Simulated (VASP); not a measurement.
Set up this calculation in VASP 6.6.1, as the native input.

```
Task                   : single point
Functional             : r2SCAN
Dispersion             : D3(BJ)
Potentials or basis    : VASP PAW PBE potentials, release 64 (Sr_sv, O)
Cutoff                 : 660 eV
k mesh                 : 6 × 6 × 5
Occupations            : methfessel-paxton, width 0.01 eV
Spin                   : no spin polarisation
Dipole correction      : no
Further INCAR settings : ALGO = Normal; EDIFF = 1e-06; NBANDS = 24
```

The system is SrO.

```
Sr O
1.0
     4.27547    0.00000    0.00000
    -2.13773    3.70266    0.00000
     0.00000    0.00000    5.15559
Sr O
2 2
Direct
  0.33333 0.66667 0.93813
  0.66667 0.33333 0.43813
  0.33333 0.66667 0.43687
  0.66667 0.33333 0.93687
```

The input as run:

POSCAR

```
SrO
1.0
    4.2754662700      0.0000000000      0.0000000000
   -2.1377331300      3.7026624000      0.0000000000
    0.0000000000      0.0000000000      5.1555949900
Sr O
2 2
Direct
    0.3333333333      0.6666666667      0.9381277000
    0.6666666667      0.3333333333      0.4381277000
    0.3333333333      0.6666666667      0.4368723000
    0.6666666667      0.3333333333      0.9368723000
```

INCAR.step1

```
SYSTEM = SrO
PREC     = Accurate       ! precision mode
ENCUT    = 660            ! plane-wave cutoff, eV
ISMEAR   = 1              ! smearing method
SIGMA    = 0.01           ! smearing width, eV
LREAL    = .False.        ! projectors in reciprocal space
LASPH    = .True.         ! aspherical terms in the spheres
NELM     = 120            ! most SCF steps
NBANDS   = 24             ! bands
GGA      = PE             ! functional
ALGO     = Normal         ! electronic algorithm
EDIFF    = 1E-5           ! SCF threshold, eV
LWAVE    = .True.         ! write WAVECAR
LCHARG   = .False.        ! write CHGCAR
GGA_COMPAT= .False.
```

INCAR.step2

```
SYSTEM = SrO
PREC     = Accurate       ! precision mode
ENCUT    = 660            ! plane-wave cutoff, eV
EDIFF    = 1E-6           ! SCF threshold, eV
ISMEAR   = 1              ! smearing method
SIGMA    = 0.01           ! smearing width, eV
LREAL    = .False.        ! projectors in reciprocal space
LASPH    = .True.         ! aspherical terms in the spheres
NELM     = 120            ! most SCF steps
ALGO     = Normal         ! electronic algorithm
ISIF     = 2              ! what is computed and relaxed
LWAVE    = .False.        ! write WAVECAR
LCHARG   = .False.        ! write CHGCAR
METAGGA  = R2SCAN         ! meta-GGA
LMIXTAU  = .True.       
IVDW     = 12             ! dispersion correction
VDW_S6   = 1.0          
VDW_S8   = 0.78981345   
VDW_A1   = 0.49484001   
VDW_A2   = 5.73083694   
NBANDS   = 24             ! bands
ISTART   = 1            
GGA_COMPAT= .False.
```

KPOINTS

```
regular mesh
0
Gamma
  6 6 5
  0 0 0
```

Potentials or basis: VASP PAW PBE potentials, release 64 (Sr_sv, O).

Launch:

```sh
$ cat potpaw_PBE.64/Sr_sv/POTCAR potpaw_PBE.64/O/POTCAR > POTCAR
$ cp INCAR.step1 INCAR
$ mpirun -np 1 vasp_std > vasp.out
$ cp INCAR.step2 INCAR
$ mpirun -np 1 vasp_std > vasp.out
```

Results of the run:

| Item | Value |
| --- | --- |
| Pressure | -0.8 GPa |
| Largest force | 0.016 eV/Å |
| Band gap on the k mesh | 3.01 eV |
| Dispersion energy per atom | -0.098 eV |

Caveat: three body term missing; the PAW data sets were made with another functional, which shifts forces and pressure a little; an odd mesh through Γ misses points on the zone boundary, where band edges can lie.

Run time: 4 min on 1 thread of Intel(R) Xeon(R) Platinum 8259CL CPU @ 2.50GHz (Skylake/Cascade Lake), on a shared host, peak memory 0.28 GiB.
